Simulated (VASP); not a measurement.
# GaB (P4/mmm) in VASP: notebook, part 2 of 2

VASP 6.6.1. Earlier steps stand in the parts before.

**6. Single point, PBE**

This run uses another cell than the first one, of 11.42 Å³/atom, 0.955 times its volume.

Input file INCAR:

```
ALGO = Normal
EDIFF = 1E-7
ENCUT = 520
GGA = PE
ISIF = 2
ISMEAR = -1
LASPH = T
LCHARG = F
LREAL = F
LWAVE = F
NBANDS = 15
NELM = 100
PREC = Accurate
SIGMA = 0.05
```

Input file KPOINTS:

```
k-points
0
Gamma
  10 10 8
```

Input file POSCAR:

```
GaB
1.0
    2.6713511605      0.0000000000      0.0000000000
    0.0000000000      2.6713511605      0.0000000000
    0.0000000000      0.0000000000      3.1996378873
Ga B
1 1
Direct
    0.5000000000      0.5000000000      0.5000000000
    0.0000000000      0.0000000000      0.0000000000
```

Potentials or basis: VASP PAW PBE potentials, release 64 (Ga_d, B).

Run with:

```
> cat potpaw_PBE.64/Ga_d/POTCAR potpaw_PBE.64/B/POTCAR > POTCAR
> mpirun -np 1 vasp_std > vasp.out
```

OUTCAR:

```text
EDIFF = 1E-7
   ENCUT = 520
   GGA = PE
   ISIF = 2
   ISMEAR = -1
   LASPH = T
   LREAL = F
   NELM = 100
   PREC = Accurate

 ion  position               nearest neighbor table
   1  0.500  0.500  0.500-   2 2.48   2 2.48   2 2.48   2 2.48   2 2.48   2 2.48   2 2.48   2 2.48

   2  0.000  0.000  0.000-   1 2.48   1 2.48   1 2.48   1 2.48   1 2.48   1 2.48   1 2.48   1 2.48

  LATTYP: Found a simple tetragonal cell.
 ALAT       =     2.6713511605
 C/A-ratio  =     1.1977601203

  Lattice vectors:

 A1 = (   2.6713511605,   0.0000000000,   0.0000000000)
 A2 = (   0.0000000000,   2.6713511605,   0.0000000000)
 A3 = (   0.0000000000,   0.0000000000,   3.1996378873)

Analysis of symmetry for initial positions (statically):
=====================================================================
 Subroutine PRICEL returns:
 Original cell was already a primitive cell.

 Routine SETGRP: Setting up the symmetry group for a
 simple tetragonal supercell.

 Subroutine GETGRP returns: Found 16 space group operations
 (whereof 16 operations were pure point group operations)
 out of a pool of 16 trial point group operations.

The static configuration has the point symmetry D_4h.

Analysis of symmetry for dynamics (positions and initial velocities):
=====================================================================
 Subroutine PRICEL returns:
 Original cell was already a primitive cell.

 Routine SETGRP: Setting up the symmetry group for a
 simple tetragonal supercell.

 Subroutine GETGRP returns: Found 16 space group operations
 (whereof 16 operations were pure point group operations)
 out of a pool of 16 trial point group operations.

The dynamic configuration has the point symmetry D_4h.

 Subroutine INISYM returns: Found 16 space group operations
 (whereof 16 operations are pure point group operations),
 and found     1 'primitive' translations

[... 116 lines left out ...]
  Fermi-wavevector in a.u.,A,eV,Ry     =   1.454099  2.747848 28.768201  2.114403
  Thomas-Fermi vector in A             =   2.571289
   LORBIT       =      0    0 simple, 1 ext, 2 COOP (PROOUT), +10 PAW based schemes
   GGA     = PE    functional components
   LHFCALC =     F    Hartree Fock is set to
   AEXX    =    0.0000 exact exchange contribution
   IVDW    =     0    specifies the selected vdW correction
   LEPSILON=     F    determine dielectric tensor
   LRPA    =     F    only Hartree local field effects (RPA)
 non-spin polarized calculation
  energy-cutoff  :      520.00
  volume of cell :       22.83
 maximum number of plane-waves:       632
 NGX is ok and might be reduce to    20
   NGX =  9   NGY =  9   NGZ = 11

 number of electron      15.9999996 magnetization

 Free energy of the ion-electron system (eV)
  ---------------------------------------------------
  ext. energy  EPLUGINS =         0.00000000
  ---------------------------------------------------
  free energy    TOTEN  =        -7.13323164 eV

  energy without entropy =       -7.12793169  energy(sigma->0) =       -7.13058166

 E-fermi :   7.3719     XC(G=0): -12.1256

 val. band max:        7.3616962219   @ k =   0.3000   0.0000   0.0000
 cond. band min:       7.3907410667   @ k =   0.5000   0.3000   0.0000
 fundamental gap:      0.0290448448
 Fermi energy:         7.3719068890

 k-point     1 :       0.0000    0.0000    0.0000
  band No.  band energies     occupation
      1      -8.0161      2.00000
      2      -7.8417      2.00000
      3      -7.4848      2.00000
      4      -7.4848      2.00000
      5      -7.4319      2.00000
      6      -6.3712      2.00000
      7       5.5153      2.00000
      8       9.4362      0.00000
      9      10.2072      0.00000
     10      10.2072      0.00000
     11      16.9556      0.00000
     12      17.1800      0.00000
     13      21.1829      0.00000
     14      22.4154      0.00000
[... 401 lines left out ...]
      2      -7.7404      2.00000
      3      -7.5954      2.00000
      4      -7.4951      2.00000
      5      -7.4835      2.00000
      6      -5.3413      2.00000
      7       4.6996      2.00000
      8       6.2880      2.00000
      9      11.0300      0.00000
     10      11.7802      0.00000
     11      16.3904      0.00000
     12      17.9065      0.00000
     13      19.7191      0.00000
     14      21.3476      0.00000
     15      23.9744      0.00000

 [... further k-points ...]
[... 5 lines left out ...]
  --------------------------------------------------------------------------------------
  -------------------------------------------------------------------------------------
  Total        0.7428500      0.7428500      0.7402341      0.0000000     -0.0000000     -0.0000000
  in kB       52.1253398     52.1253398     51.9417892      0.0000000     -0.0000000     -0.0000000
  external PRESSURE =      52.0641562 kB  Pullay stress =       0.0000000 kB

 VOLUME and BASIS-vectors are now :
 -----------------------------------------------------------------------------
  energy-cutoff  :      520.00
  volume of cell :       22.83
      direct lattice vectors                 reciprocal lattice vectors
     2.671351160  0.000000000  0.000000000     0.374342398  0.000000000  0.000000000
     0.000000000  2.671351160  0.000000000     0.000000000  0.374342398  0.000000000
     0.000000000  0.000000000  3.199637887     0.000000000  0.000000000  0.312535367

 POSITION                                       TOTAL-FORCE (eV/Angst)
 -----------------------------------------------------------------------------------
      1.33568      1.33568      1.59982         0.000000      0.000000      0.000000
      0.00000      0.00000      0.00000         0.000000      0.000000      0.000000
 -----------------------------------------------------------------------------------
    total drift:                               -0.000000      0.000000      0.000000

  FREE ENERGIE OF THE ION-ELECTRON SYSTEM (eV)
  ---------------------------------------------------
  free  energy   TOTEN  =        -7.1332316374 eV

  energy  without entropy=       -7.1279316865  energy(sigma->0) =       -7.13058166
```

OSZICAR:

```text
N       E                     dE             d eps       ncg     rms          rms(c)
DAV:   1     0.636955737043E+02    0.63696E+02   -0.77639E+03  3328   0.189E+03
DAV:   2    -0.352899431199E+01   -0.67225E+02   -0.62666E+02  3535   0.306E+02
DAV:   3    -0.734384199341E+01   -0.38148E+01   -0.37909E+01  3605   0.549E+01
DAV:   4    -0.737575371977E+01   -0.31912E-01   -0.31903E-01  3780   0.533E+00
DAV:   5    -0.737605403217E+01   -0.30031E-03   -0.30031E-03  3782   0.520E-01    0.218E+00
DAV:   6    -0.715467453043E+01    0.22138E+00   -0.22692E-01  4535   0.118E+01    0.903E-01
DAV:   7    -0.713699733275E+01    0.17677E-01   -0.27723E-02  4219   0.138E+00    0.425E-01
DAV:   8    -0.713335190642E+01    0.36454E-02   -0.39954E-03  4312   0.846E-01    0.657E-02
DAV:   9    -0.713323064266E+01    0.12126E-03   -0.34644E-04  3871   0.357E-01    0.130E-02
DAV:  10    -0.713323130041E+01   -0.65774E-06   -0.10699E-05  3612   0.308E-02    0.568E-03
DAV:  11    -0.713323164395E+01   -0.34354E-06   -0.87435E-07  3994   0.131E-02    0.731E-04
DAV:  12    -0.713323163741E+01    0.65365E-08   -0.41927E-08  2380   0.215E-03
   1 F= -.71332316E+01 E0= -.71305817E+01  d E =-.529995E-02
```

stdout:

```text
POSCAR found type information on POSCAR GaB
 POSCAR found :  2 types and       2 ions
 scaLAPACK will be used
 LDA part: xc-table for (Slater+PW92), standard interpolation
 POSCAR, INCAR and KPOINTS ok, starting setup
 FFT: planning ... GRIDC
 FFT: planning ... GRID_SOFT
 FFT: planning ... GRID
 WAVECAR not read
 entering main loop
```

It took 9.6 s on 1 thread of Intel Xeon 6975P-C (Granite Rapids), shared host; peak memory 0.15 GiB.

What came out:

```yaml
Free_energy: -7.1332 eV
Pressure: 5.2 GPa
Band_gap_on_the_k_mesh: zero (band 8 reaches 11.90 eV, above the bottom of band 9 at 3.16 eV)
```

**7. Overview**

| level | cell | k mesh | gap on the mesh (eV) | pressure (GPa) |
| --- | --- | --- | --- | --- |
| r2SCAN | a = 2.718, b = 2.718, c = 3.236 Å, 2 atoms | 6 × 6 × 5 | none | -2.8 |
| PBE | a = 2.513, b = 2.513, c = 3.114 Å, 2 atoms | 10 × 10 × 8 | none | 30.4 |
| PBE | a = 2.557, b = 2.557, c = 3.156 Å, 2 atoms | 10 × 10 × 8 | none | 20.3 |
| PBE | a = 2.624, b = 2.624, c = 3.187 Å, 2 atoms | 10 × 10 × 8 | none | 10.2 |
| PBE | a = 2.671, b = 2.671, c = 3.200 Å, 2 atoms | 10 × 10 × 8 | none | 5.2 |

Alike in all rows: task single point; potentials or basis VASP PAW PBE potentials, release 64 (Ga_d, B); no spin polarisation; cutoff (eV) 520; smearing fermi-dirac 0.05 eV.

Caveats: some runs use coarse meshes; the PAW data sets were made with another functional, which shifts forces and pressure a little (some runs).

Total energies depend on the potentials used, so only differences within one code and one set of settings carry meaning.
